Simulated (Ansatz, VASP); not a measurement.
# Al in VASP and in Ansatz

```xyz
1
Lattice="-1.5912 1.5753 1.5753 1.5912 -1.6071 1.6071 1.5912 1.6071 -1.6071" Properties=species:S:1:pos:R:3 pbc="T T T"
Al    0.0000    0.0000    0.0000
```

Change from the starting cell: strain -0.0200 x Voigt [0, 0, 0, 1, 0, 0], atoms carried along.

Alike in both runs: task single point; functional PBE; k mesh 20 × 20 × 20; occupations gaussian, width 0.15 eV; no spin polarisation.

```csv
,VASP,Ansatz
version,VASP 6.6.1,Ansatz 0.2.0
potentials or method,"VASP PAW PBE potentials, release 64 (Al), cutoff 520 eV","scalar-relativistic, plane waves, PAW"
valence electrons in the cell,3,3
```

```csv
,VASP,Ansatz,Ansatz less VASP
gap on the k mesh at the Fermi level (eV),none,none,-
pressure (GPa),3.8,3.8,+0.02
"traceless stress, the component that is largest in VASP (GPa)",0.86,0.86,0.000
```

A gap of «none» marks a metal or a gap that the smearing closes.
